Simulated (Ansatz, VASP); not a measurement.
**Two plane-wave programs on Pt**

```
CELL_PARAMETERS angstrom
-1.55343 1.55343 1.55343
1.55343 -1.55343 1.55343
1.55343 1.55343 -1.55343
ATOMIC_POSITIONS crystal
Pt 0.00000 0.00000 0.00000
```

Alike in both runs: functional LDA; k mesh 8 × 8 × 8; occupations gaussian, width 0.1 eV; no spin polarisation.

Ansatz relaxed the structure, and its values are those at the end. VASP's run is a single point on that final structure, the one shown.

|  | VASP | Ansatz |
| --- | --- | --- |
| version | VASP 6.6.1 | Ansatz 0.2.0 |
| potentials or method | VASP PAW LDA potentials, release 64 (Pt), cutoff 500 eV | scalar-relativistic, plane waves, PAW |
| valence electrons in the cell | 10 | 18 |

```tsv
	VASP	Ansatz	Ansatz less VASP
gap on the k mesh at the Fermi level (eV)	none	none	-
pressure (GPa)	0.7	0.0	-0.77
```

Ansatz warns that its potentials were made for another functional, while VASP's fit it. LDA's correlation is that of Perdew and Zunger in VASP and of Perdew and Wang (1992) in Ansatz. A gap of «none» marks a metal or a gap that the smearing closes. VASP's potentials hold 10 valence electrons a cell and Ansatz's 18, so a difference there can come from the potentials and not from the codes.

Spin-orbit coupling is off throughout.
